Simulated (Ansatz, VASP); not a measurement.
**One calculation of ZrO5, two programs**

Contents of INCAR:

```
SYSTEM = ZrO5
  PREC = Accurate
  ENCUT = 600
  EDIFF = 1E-6
  ISMEAR = 0
  SIGMA = 0.1
  LREAL = .False.
  LASPH = .True.
  NELM = 80
  ALGO = Normal
  ISIF = 3
  LWAVE = .False.
  LCHARG = .False.
  GGA = PE
  IBRION = 2
  NSW = 90
  EDIFFG = -0.04
```

KPOINTS

```
regular mesh
0
Gamma
  6 6 2
  0 0 0
```

File POSCAR:

```
ZrO5
1.0
    3.1694685400      0.0000000000      0.0000000000
   -1.5847342700      2.7448402700      0.0000000000
    0.0000000000      0.0000000000      7.6247172600
Zr O
1 5
Direct
    0.0000000000      0.0000000000      0.0000000000
    0.3333333300      0.6666666700      0.1637571400
    0.3333333300      0.6666666700      0.8362428600
    0.6666666700      0.3333333300      0.8362428600
    0.6666666700      0.3333333300      0.1637571400
    0.0000000000      0.0000000000      0.5000000000
```

Input for Ansatz:

```yaml
crystal:
  lattice:
    - [3.16946854, 0.0, 0.0]
    - [-1.58473427, 2.74484027, 0.0]
    - [0.0, 0.0, 7.62471726]
  atoms:
    - { symbol: Zr, position: [0.0, 0.0, 0.0] }
    - { symbol: O, position: [0.33333333, 0.66666667, 0.16375714] }
    - { symbol: O, position: [0.33333333, 0.66666667, 0.83624286] }
    - { symbol: O, position: [0.66666667, 0.33333333, 0.83624286] }
    - { symbol: O, position: [0.66666667, 0.33333333, 0.16375714] }
    - { symbol: O, position: [0.0, 0.0, 0.5] }
basis:
  ecutwfc: 420
kpoints:
  mp_grid: { grid: [6, 6, 2] }
hamiltonian:
  xc: pbe
scf:
  occupations: { method: gaussian, width: 0.1 }
  lower_state_search: "off"
output:
  forces: true
  stress: true
  eigenvalues: true
relax:
  adjacent_minimum: "off"
  f_tol: 0.04
  max_steps: 70
  cell: { stress_tol: 0.4 }
```

Alike in both runs: task relaxation of cell and atoms; functional PBE; k mesh 6 × 6 × 2; occupations gaussian, width 0.1 eV; no spin polarisation.

```csv
,VASP,Ansatz
version,VASP 6.6.1,Ansatz 0.2.0
potentials or method,"VASP PAW PBE potentials, release 64 (Zr_sv, O), cutoff 600 eV","scalar-relativistic, plane waves, PAW"
valence electrons in the cell,42,42
```

```csv
,VASP,Ansatz,Ansatz less VASP
"gap on the k mesh at the Fermi level, each at its own relaxed structure (eV)",none,none,-
relaxed volume (Å³/atom),9.89,10.37,+0.478
relaxed cell length with the largest relative difference (Å),4.048,4.171,+0.1233
```

A gap of «none» marks a metal or a gap that the smearing closes.

The k mesh is coarse, so the values compare programs but aren't converged.
